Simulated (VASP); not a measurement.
Wanted: the native input for a VASP 6.6.1 run.

```yaml
Task: single point
Functional: LDA
Potentials_or_basis: VASP PAW LDA potentials, release 64 (Cl)
Cutoff: 520 eV
k_mesh: 11 × 11 × 11
Occupations: fermi-dirac, width 0.08 eV
Spin: no spin polarisation
Dipole_correction: no
Further_INCAR_settings: ALGO = Normal; EDIFF = 1e-07; NBANDS = 14
```

The structure of Cl lies in POSCAR:

```
Cl
1.0
    0.0000000000      2.9867704705      2.9867704705
    2.9867704705      0.0000000000      2.9867704705
    2.9867704705      2.9867704705      0.0000000000
Cl
2
Direct
   -0.1250000000     -0.1250000000     -0.1250000000
    0.1250000000      0.1250000000      0.1250000000
```

This cell differs from its parent crystal: volume scaled by 0.9.

One way to write it, as run:

INCAR

```
ALGO = Normal
EDIFF = 1E-7
ENCUT = 520
ISIF = 2
ISMEAR = -1
LASPH = True
LCHARG = False
LREAL = False
LWAVE = False
NBANDS = 14
NELM = 100
PREC = Accurate
SIGMA = 0.08
```

KPOINTS

```
k-points
0
Gamma
  11 11 11
```

Potentials or basis: VASP PAW LDA potentials, release 64 (Cl).

The run is started by

```bash
$ cat potpaw_LDA.64/Cl/POTCAR > POTCAR
$ mpirun -np 1 vasp_std > vasp.out
```

Results of the run:

The pressure is 3.5 GPa and the band gap on the k mesh is zero (band 7 reaches 1.26 eV, above the bottom of band 8 at -0.60 eV).

Run time: 16 s on 1 thread of Intel(R) Xeon(R) Platinum 8375C CPU @ 2.90GHz (Ice Lake), with other jobs on the host, peak memory 0.16 GiB.
